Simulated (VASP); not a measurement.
# NaPtCl3 (Pm-3m) in VASP: notebook, part 3 of 3

VASP 6.6.1.

**5. Single point, PBE (23.35 Å³/atom)**

This run uses another cell than the first one, of 23.35 Å³/atom.

Contents of INCAR:

```
SYSTEM = NaPtCl3
PREC = Accurate ; ENCUT = 520
EDIFF = 1E-7 ; ISMEAR = 0
SIGMA = 0.1 ; LREAL = .False.
LASPH = .True. ; NELM = 100
ALGO = Normal ; ISIF = 2
LWAVE = .False. ; LCHARG = .False.
GGA = PE ; NBANDS = 27
```

Contents of KPOINTS:

```
regular mesh
0
Gamma
  8 8 8
  0 0 0
```

Contents of POSCAR:

```
NaPtCl3
1.0
    4.8876000299      0.0000000000      0.0000000000
    0.0000000000      4.8876000299      0.0000000000
    0.0000000000      0.0000000000      4.8876000299
Na Pt Cl
1 1 3
Direct
    0.0000000000      0.0000000000      0.0000000000
    0.5000000000      0.5000000000      0.5000000000
    0.0000000000      0.5000000000      0.5000000000
    0.5000000000      0.5000000000      0.0000000000
    0.5000000000      0.0000000000      0.5000000000
```

Potentials or basis: VASP PAW PBE potentials, release 64 (Na_pv, Pt, Cl).

Started as:

```bash
$ cat potpaw_PBE.64/Na_pv/POTCAR potpaw_PBE.64/Pt/POTCAR potpaw_PBE.64/Cl/POTCAR > POTCAR
$ mpirun -np 1 vasp_std > vasp.out
```

OUTCAR:

```text
SYSTEM = NaPtCl3
   PREC = Accurate
   ENCUT = 520
   EDIFF = 1E-7
   ISMEAR = 0
   LREAL = .False.
   LASPH = .True.
   NELM = 100
   ISIF = 2
   GGA = PE

 ion  position               nearest neighbor table
   1  0.000  0.000  0.000-
   2  0.500  0.500  0.500-   3 2.44   4 2.44   5 2.44   4 2.44   5 2.44   3 2.44
   3  0.000  0.500  0.500-   2 2.44   2 2.44
   4  0.500  0.500  0.000-   2 2.44   2 2.44
   5  0.500  0.000  0.500-   2 2.44   2 2.44

  LATTYP: Found a simple cubic cell.
 ALAT       =     4.8876000299

  Lattice vectors:

 A1 = (   4.8876000299,   0.0000000000,   0.0000000000)
 A2 = (   0.0000000000,   4.8876000299,   0.0000000000)
 A3 = (   0.0000000000,   0.0000000000,   4.8876000299)

Analysis of symmetry for initial positions (statically):
=====================================================================
 Subroutine PRICEL returns:
 Original cell was already a primitive cell.

 Routine SETGRP: Setting up the symmetry group for a
 simple cubic supercell.

 Subroutine GETGRP returns: Found 48 space group operations
 (whereof 48 operations were pure point group operations)
 out of a pool of 48 trial point group operations.

The static configuration has the point symmetry O_h .

Analysis of symmetry for dynamics (positions and initial velocities):
=====================================================================
 Subroutine PRICEL returns:
 Original cell was already a primitive cell.

 Routine SETGRP: Setting up the symmetry group for a
 simple cubic supercell.

 Subroutine GETGRP returns: Found 48 space group operations
 (whereof 48 operations were pure point group operations)
 out of a pool of 48 trial point group operations.

The dynamic configuration has the point symmetry O_h .

 Subroutine INISYM returns: Found 48 space group operations
 (whereof 48 operations are pure point group operations),
 and found     1 'primitive' translations

----------------------------------------------------------------------------------------

                                     Primitive cell

  volume of cell :     116.7581

  direct lattice vectors                    reciprocal lattice vectors
     4.887600030  0.000000000  0.000000000     0.204599393  0.000000000  0.000000000
     0.000000000  4.887600030  0.000000000     0.000000000  0.204599393  0.000000000
     0.000000000  0.000000000  4.887600030     0.000000000  0.000000000  0.204599393

  length of vectors
     4.887600030  4.887600030  4.887600030     0.204599393  0.204599393  0.204599393

  position of ions in fractional coordinates (direct lattice)
     0.000000000  0.000000000  0.000000000
     0.500000000  0.500000000  0.500000000
     0.000000000  0.500000000  0.500000000
     0.500000000  0.500000000  0.000000000
     0.500000000  0.000000000  0.500000000

  ion indices of the primitive-cell ions
   primitive index   ion index
                 1           1
                 2           2
                 3           3
                 4           4
                 5           5

----------------------------------------------------------------------------------------

 KPOINTS: regular mesh

Automatic generation of k-mesh.
 Grid dimensions read from file:
 generate k-points for:    8    8    8

 Generating k-lattice:

  Cartesian coordinates                     Fractional coordinates (reciprocal lattice)
     0.025574924  0.000000000  0.000000000     0.125000000  0.000000000  0.000000000
     0.000000000  0.025574924  0.000000000     0.000000000  0.125000000  0.000000000
     0.000000000  0.000000000  0.025574924     0.000000000  0.000000000  0.125000000

  Length of vectors
     0.025574924  0.025574924  0.025574924

  Shift w.r.t. Gamma in fractional coordinates (k-lattice)
     0.000000000  0.000000000  0.000000000

 Subroutine IBZKPT returns following result:
 ===========================================

 Found     35 irreducible k-points:

 Following reciprocal coordinates:
            Coordinates               Weight
  0.000000  0.000000  0.000000      1.000000
  0.125000  0.000000  0.000000      6.000000
  0.250000  0.000000  0.000000      6.000000
  0.375000  0.000000  0.000000      6.000000
  0.500000  0.000000  0.000000      3.000000
  0.125000  0.125000  0.000000     12.000000
[... 16 lines left out ...]
  0.375000  0.375000  0.125000     24.000000
  0.500000  0.375000  0.125000     24.000000
 [... further k-points ...]
   k-points           NKPTS =     35   k-points in BZ     NKDIM =     35   number of bands    NBANDS=     27
   number of dos      NEDOS =    301   number of ions     NIONS =      5
   total plane-waves  NPLWV =  46656
   dimension x,y,z NGX =    36 NGY =   36 NGZ =   36
   dimension x,y,z NGXF=    72 NGYF=   72 NGZF=   72
   ions per type =               1   1   3
   NGX,Y,Z   is equivalent  to a cutoff of  12.24, 12.24, 12.24 a.u.
   NGXF,Y,Z  is equivalent  to a cutoff of  24.49, 24.49, 24.49 a.u.
 SYSTEM =  NaPtCl3
   PREC   = accura    normal or accurate (medium, high low for compatibility)
   ISTART =      0    job   : 0-new  1-cont  2-samecut
   ICHARG =      2    charge: 1-file 2-atom 10-const
   ISPIN  =      1    spin polarized calculation?
   LNONCOLLINEAR =      F non collinear calculations
   LSORBIT =      F    spin-orbit coupling
   LASPH  =      T    aspherical Exc in radial PAW
   ENCUT  =  520.0 eV  38.22 Ry    6.18 a.u.   9.09  9.09  9.09*2*pi/ulx,y,z
   NELM   =    100;   NELMIN=  2; NELMDL= -5     # of ELM steps
   EDIFF  = 0.1E-06   stopping-criterion for ELM
   LREAL  =      F    real-space projection
   EDIFFG = 0.1E-05   stopping-criterion for IOM
   NSW    =      0    number of steps for IOM
   IBRION =     -1    ionic relax: 0-MD 1-quasi-New 2-CG
   NFREE  =      0    steps in history (QN), initial steepest desc. (CG)
   ISIF   =      2    stress and relaxation
   ISYM   =      2    0-nonsym 1-usesym 2-fastsym
   POTIM  = 0.5000    time-step for ionic-motion
   TEBEG  =    0.0;   TEEND  =   0.0 temperature during run
   PSTRESS=    0.0 pullay stress
   NELECT =      38.0000    total number of electrons
   NUPDOWN=      -1.0000    fix difference up-down
   EMIN   =  10.00;   EMAX   =-10.00  energy-range for DOS
   EFERMI =   0.00;   METHOD = LEGACY
   ISMEAR =     0;   SIGMA  =   0.10  broadening in eV -4-tet -1-fermi 0-gaus
   EFERMI_NEDOS =   21; number of points for ismear=-14 and -15
   IALGO  =     38    algorithm
   IMIX   =      4    mixing-type and parameters
     AMIX     =   0.40;   BMIX     =  1.00
     AMIX_MAG =   1.60;   BMIX_MAG =  1.00
  volume/ion in A,a.u.               =      23.35       157.58
  Fermi-wavevector in a.u.,A,eV,Ry     =   1.126092  2.128004 17.253306  1.268082
  Thomas-Fermi vector in A             =   2.262772
   LORBIT       =      0    0 simple, 1 ext, 2 COOP (PROOUT), +10 PAW based schemes
   GGA     = PE    functional components
   LHFCALC =     F    Hartree Fock is set to
   AEXX    =    0.0000 exact exchange contribution
   IVDW    =     0    specifies the selected vdW correction
   LEPSILON=     F    determine dielectric tensor
   LRPA    =     F    only Hartree local field effects (RPA)
 non-spin polarized calculation
 Gauss-broadening in eV      SIGMA  =   0.10
  energy-cutoff  :      520.00
  volume of cell :      116.76
 maximum number of plane-waves:      3178
   NGX = 19   NGY = 19   NGZ = 19

 number of electron      38.0000005 magnetization

 Free energy of the ion-electron system (eV)
  ---------------------------------------------------
  ext. energy  EPLUGINS =         0.00000000
  ---------------------------------------------------
  free energy    TOTEN  =       -16.71978616 eV

  energy without entropy =      -16.71750229  energy(sigma->0) =      -16.71864422

 E-fermi :   2.9791     XC(G=0):  -8.6889

 val. band max:        2.9097912023   @ k =   0.5000   0.1250   0.0000
 cond. band min:       3.0825239146   @ k =   0.3750   0.1250   0.1250
 fundamental gap:      0.1727327123
 Fermi energy:         2.9791167911

 k-point     1 :       0.0000    0.0000    0.0000
  band No.  band energies     occupation
      1     -21.4426      2.00000
      2     -21.4426      2.00000
      3     -21.4426      2.00000
      4     -13.2014      2.00000
      5     -12.3184      2.00000
      6     -12.3184      2.00000
[... 19 lines left out ...]
     26      11.7403      0.00000
     27      11.7403      0.00000
[... 667 lines left out ...]
      5     -12.3665      2.00000
      6     -12.3478      2.00000
[... 19 lines left out ...]
     26      10.6688      0.00000
     27      10.8461      0.00000

 [... further k-points ...]
[... 5 lines left out ...]
  --------------------------------------------------------------------------------------
  -------------------------------------------------------------------------------------
  Total        1.1187520      1.1187520      1.1187520     -0.0000000     -0.0000000      0.0000000
  in kB       15.3517343     15.3517343     15.3517343     -0.0000000     -0.0000000      0.0000000
  external PRESSURE =      15.3517343 kB  Pullay stress =       0.0000000 kB

 VOLUME and BASIS-vectors are now :
 -----------------------------------------------------------------------------
  energy-cutoff  :      520.00
  volume of cell :      116.76
      direct lattice vectors                 reciprocal lattice vectors
     4.887600030  0.000000000  0.000000000     0.204599393  0.000000000  0.000000000
     0.000000000  4.887600030  0.000000000     0.000000000  0.204599393  0.000000000
     0.000000000  0.000000000  4.887600030     0.000000000  0.000000000  0.204599393

 POSITION                                       TOTAL-FORCE (eV/Angst)
 -----------------------------------------------------------------------------------
      0.00000      0.00000      0.00000         0.000000      0.000000      0.000000
      2.44380      2.44380      2.44380         0.000000      0.000000      0.000000
      0.00000      2.44380      2.44380         0.000000      0.000000      0.000000
      2.44380      2.44380      0.00000         0.000000      0.000000      0.000000
      2.44380      0.00000      2.44380         0.000000      0.000000      0.000000
 -----------------------------------------------------------------------------------
    total drift:                                0.000000      0.000000      0.000000

  FREE ENERGIE OF THE ION-ELECTRON SYSTEM (eV)
  ---------------------------------------------------
  free  energy   TOTEN  =       -16.7197861565 eV

  energy  without entropy=      -16.7175022899  energy(sigma->0) =      -16.71864422
```

OSZICAR:

```text
N       E                     dE             d eps       ncg     rms          rms(c)
DAV:   1     0.320915288119E+03    0.32092E+03   -0.17445E+04  1898   0.133E+03
DAV:   2     0.128421217074E+02   -0.30807E+03   -0.29156E+03  2180   0.312E+02
DAV:   3    -0.167905864741E+02   -0.29633E+02   -0.29211E+02  2346   0.104E+02
DAV:   4    -0.175298352870E+02   -0.73925E+00   -0.73695E+00  2326   0.178E+01
DAV:   5    -0.175501201021E+02   -0.20285E-01   -0.20277E-01  2424   0.294E+00    0.163E+01
DAV:   6    -0.167601333208E+02    0.78999E+00   -0.25989E+00  2098   0.107E+01    0.104E+01
DAV:   7    -0.167275136182E+02    0.32620E-01   -0.32669E-01  2123   0.353E+00    0.475E+00
DAV:   8    -0.167201893812E+02    0.73242E-02   -0.22639E-02  2114   0.105E+00    0.477E-01
DAV:   9    -0.167198437851E+02    0.34560E-03   -0.30620E-03  2420   0.386E-01    0.219E-01
DAV:  10    -0.167198013813E+02    0.42404E-04   -0.10198E-03  2049   0.230E-01    0.514E-02
DAV:  11    -0.167197881163E+02    0.13265E-04   -0.12969E-04  2164   0.805E-02    0.384E-02
DAV:  12    -0.167197862552E+02    0.18611E-05   -0.25575E-05  2613   0.277E-02    0.154E-02
DAV:  13    -0.167197861174E+02    0.13780E-06   -0.14372E-06  2193   0.885E-03    0.241E-03
DAV:  14    -0.167197862266E+02   -0.10916E-06   -0.10028E-07  1801   0.251E-03    0.154E-03
DAV:  15    -0.167197861565E+02    0.70049E-07   -0.23641E-08  1259   0.111E-03
   1 F= -.16719786E+02 E0= -.16718644E+02  d E =-.228387E-02
```

Run time: 72 s. Hardware: 1 thread of Intel Xeon Platinum 8488C (Sapphire Rapids), shared host; peak memory 0.26 GiB.

Results:

```yaml
Free_energy: -16.7198 eV
Pressure: 1.5 GPa
Band_gap_on_the_k_mesh: zero (bands 19 and 20 overlap by 4.62 eV)
```

Levels at points of the mesh, in eV from the Fermi level:
| k point | band 17 | band 18 | band 19 | band 20 | band 21 | band 22 |
| --- | --- | --- | --- | --- | --- | --- |
| (0.00, 0.00, 0.00) | -2.65 | -2.65 | -1.88 | -1.88 | 1.37 | 2.34 |
| (0.50, 0.00, 0.00) | -1.88 | -1.05 | -1.05 | -0.57 | 4.36 | 4.87 |
| (0.50, 0.50, 0.00) | -1.04 | -1.04 | -0.90 | 2.73 | 4.71 | 6.34 |
| (0.50, 0.50, 0.50) | -0.86 | -0.86 | 2.74 | 2.74 | 3.16 | 5.90 |

Caveat: spin-orbit coupling is left out, which moves the levels of the heavy elements.

**6. Single point, PBE**

This run uses another cell than the first one, of 24.07 Å³/atom.

Contents of INCAR:

```
SYSTEM = NaPtCl3
  PREC = Accurate
  ENCUT = 520
  EDIFF = 1E-6
  ISMEAR = 0
  SIGMA = 0.1
  LREAL = .False.
  LASPH = .True.
  NELM = 60
  ALGO = Normal
  ISIF = 2
  LWAVE = .False.
  LCHARG = .True.
  GGA = PE
  LELF = .True.
  LVHAR = .True.
  NBANDS = 27
```

Contents of KPOINTS:

```
Automatic mesh
0
Gamma
  8 8 8
  0 0 0
```

POSCAR: that of step 5 with these lines changed.

```diff
@@ -2,5 +2,5 @@
 1.0
-    4.8876000299      0.0000000000      0.0000000000
-    0.0000000000      4.8876000299      0.0000000000
-    0.0000000000      0.0000000000      4.8876000299
+    4.9374769444      0.0000000000      0.0000000000
+    0.0000000000      4.9374769444      0.0000000000
+    0.0000000000      0.0000000000      4.9374769444
 Na Pt Cl
```

Potentials or basis: VASP PAW PBE potentials, release 64 (Na_pv, Pt, Cl).

Started as:

```bash
$ cat potpaw_PBE.64/Na_pv/POTCAR potpaw_PBE.64/Pt/POTCAR potpaw_PBE.64/Cl/POTCAR > POTCAR
$ mpirun -np 1 vasp_std > vasp.out
```

OUTCAR:

```text
SYSTEM = NaPtCl3
   PREC = Accurate
   ENCUT = 520
   EDIFF = 1E-6
   ISMEAR = 0
   LREAL = .False.
   LASPH = .True.
   NELM = 60
   ISIF = 2
   GGA = PE

 ion  position               nearest neighbor table
   1  0.000  0.000  0.000-
   2  0.500  0.500  0.500-   3 2.47   4 2.47   5 2.47   4 2.47   5 2.47   3 2.47
   3  0.000  0.500  0.500-   2 2.47   2 2.47
   4  0.500  0.500  0.000-   2 2.47   2 2.47
   5  0.500  0.000  0.500-   2 2.47   2 2.47

  LATTYP: Found a simple cubic cell.
 ALAT       =     4.9374769444

  Lattice vectors:

 A1 = (   4.9374769444,   0.0000000000,   0.0000000000)
 A2 = (   0.0000000000,   4.9374769444,   0.0000000000)
 A3 = (   0.0000000000,   0.0000000000,   4.9374769444)

Analysis of symmetry for initial positions (statically):
=====================================================================
 Subroutine PRICEL returns:
 Original cell was already a primitive cell.

 Routine SETGRP: Setting up the symmetry group for a
 simple cubic supercell.

 Subroutine GETGRP returns: Found 48 space group operations
 (whereof 48 operations were pure point group operations)
[... 167 lines left out ...]
  free energy    TOTEN  =       -16.73701289 eV

  energy without entropy =      -16.73456516  energy(sigma->0) =      -16.73578903

 E-fermi :   2.6440     XC(G=0):  -8.5519

 val. band max:        2.5759875216   @ k =   0.5000   0.1250   0.0000
 cond. band min:       2.7439351605   @ k =   0.3750   0.1250   0.1250
 fundamental gap:      0.1679476389
 Fermi energy:         2.6439872572

 k-point     1 :       0.0000    0.0000    0.0000
  band No.  band energies     occupation
      1     -21.7329      2.00000
      2     -21.7329      2.00000
      3     -21.7329      2.00000
      4     -13.3168      2.00000
      5     -12.4915      2.00000
      6     -12.4915      2.00000
[... 709 lines left out ...]
     26      10.3533      0.00000
     27      10.5086      0.00000

 [... further k-points ...]
[... 5 lines left out ...]
  --------------------------------------------------------------------------------------
  -------------------------------------------------------------------------------------
  Total       -0.0659249     -0.0659249     -0.0659249      0.0000000     -0.0000000      0.0000000
  in kB       -0.8774957     -0.8774957     -0.8774957      0.0000000     -0.0000000      0.0000000
  external PRESSURE =      -0.8774957 kB  Pullay stress =       0.0000000 kB

 VOLUME and BASIS-vectors are now :
 -----------------------------------------------------------------------------
  energy-cutoff  :      520.00
  volume of cell :      120.37
      direct lattice vectors                 reciprocal lattice vectors
     4.937476944  0.000000000  0.000000000     0.202532591  0.000000000  0.000000000
     0.000000000  4.937476944  0.000000000     0.000000000  0.202532591  0.000000000
     0.000000000  0.000000000  4.937476944     0.000000000  0.000000000  0.202532591

 POSITION                                       TOTAL-FORCE (eV/Angst)
 -----------------------------------------------------------------------------------
      0.00000      0.00000      0.00000         0.000000      0.000000      0.000000
      2.46874      2.46874      2.46874         0.000000      0.000000      0.000000
      0.00000      2.46874      2.46874         0.000000      0.000000      0.000000
      2.46874      2.46874      0.00000         0.000000      0.000000      0.000000
      2.46874      0.00000      2.46874         0.000000      0.000000      0.000000
 -----------------------------------------------------------------------------------
    total drift:                                0.000000     -0.000000     -0.000000

  FREE ENERGIE OF THE ION-ELECTRON SYSTEM (eV)
  ---------------------------------------------------
  free  energy   TOTEN  =       -16.7370128918 eV

  energy  without entropy=      -16.7345651647  energy(sigma->0) =      -16.73578903
```

OSZICAR:

```text
N       E                     dE             d eps       ncg     rms          rms(c)
DAV:   1     0.319029789143E+03    0.31903E+03   -0.17441E+04  1906   0.133E+03
DAV:   2     0.138632827219E+02   -0.30517E+03   -0.28758E+03  2191   0.307E+02
DAV:   3    -0.167718724593E+02   -0.30635E+02   -0.30112E+02  2354   0.104E+02
DAV:   4    -0.175682451079E+02   -0.79637E+00   -0.79329E+00  2281   0.180E+01
DAV:   5    -0.175894109533E+02   -0.21166E-01   -0.21156E-01  2442   0.302E+00    0.151E+01
DAV:   6    -0.167799523433E+02    0.80946E+00   -0.26988E+00  2116   0.108E+01    0.975E+00
DAV:   7    -0.167461123508E+02    0.33840E-01   -0.32584E-01  2154   0.358E+00    0.467E+00
DAV:   8    -0.167374106945E+02    0.87017E-02   -0.25761E-02  2128   0.111E+00    0.469E-01
DAV:   9    -0.167370787207E+02    0.33197E-03   -0.33653E-03  2379   0.405E-01    0.201E-01
DAV:  10    -0.167370250437E+02    0.53677E-04   -0.11441E-03  2069   0.244E-01    0.488E-02
DAV:  11    -0.167370150723E+02    0.99714E-05   -0.13647E-04  2176   0.819E-02    0.358E-02
DAV:  12    -0.167370130362E+02    0.20361E-05   -0.27430E-05  2608   0.292E-02    0.150E-02
DAV:  13    -0.167370128918E+02    0.14447E-06   -0.16042E-06  1615   0.983E-03
   1 F= -.16737013E+02 E0= -.16735789E+02  d E =-.244773E-02
```

stdout:

```text
POSCAR found type information on POSCAR NaPtCl
 POSCAR found :  3 types and       5 ions
 scaLAPACK will be used
 LDA part: xc-table for (Slater+PW92), standard interpolation
 POSCAR, INCAR and KPOINTS ok, starting setup
 FFT: planning ... GRIDC
 FFT: planning ... GRID_SOFT
 FFT: planning ... GRID
 WAVECAR not read
 entering main loop
```

Run time: 1.7 min. Hardware: 1 thread of Intel Xeon Platinum 8488C (Sapphire Rapids), shared host; peak memory 0.31 GiB.

What came out:

| Quantity | Value |
| --- | --- |
| Free energy | -16.7370 eV |
| Pressure | -0.1 GPa |
| Band gap on the k mesh | zero (bands 19 and 20 overlap by 4.41 eV) |

Levels at points of the mesh, in eV from the Fermi level:
```csv
k point,band 15,band 16,band 17,band 18,band 19,band 20,band 21,band 22,band 23,band 24
"(0.00, 0.00, 0.00)",-2.54,-2.48,-2.48,-2.48,-1.80,-1.80,1.32,2.41,6.47,6.47
"(0.50, 0.00, 0.00)",-2.61,-2.47,-1.79,-0.99,-0.99,-0.55,4.35,4.93,5.35,7.64
"(0.50, 0.50, 0.00)",-1.97,-1.31,-0.98,-0.98,-0.84,2.61,4.71,6.32,6.32,6.47
"(0.50, 0.50, 0.50)",-1.95,-0.80,-0.80,-0.80,2.61,2.61,3.26,5.93,5.93,5.93
```

Caveat: spin-orbit coupling is left out, which moves the levels of the heavy elements.

**7. Summary**

```csv
cell,gap on the mesh (eV),pressure (GPa)
"a = 4.732 Å, 5 atoms",none,8.6
"a = 4.785 Å, 5 atoms",none,5.8
"a = 4.837 Å, 5 atoms",none,3.5
"a = 4.888 Å, 5 atoms",none,1.5
"a = 4.937 Å, 5 atoms",none,-0.1
```

Alike in all rows: task single point; level PBE; potentials or basis VASP PAW PBE potentials, release 64 (Na_pv, Pt, Cl); no spin polarisation; k mesh 8 × 8 × 8; cutoff (eV) 520; smearing gaussian 0.1 eV.

Caveats: spin-orbit coupling is left out, which moves the levels of the heavy elements; the cell stands under pressure (at least some runs).

Total energies depend on the potentials used, so only differences within one code and one set of settings carry meaning.
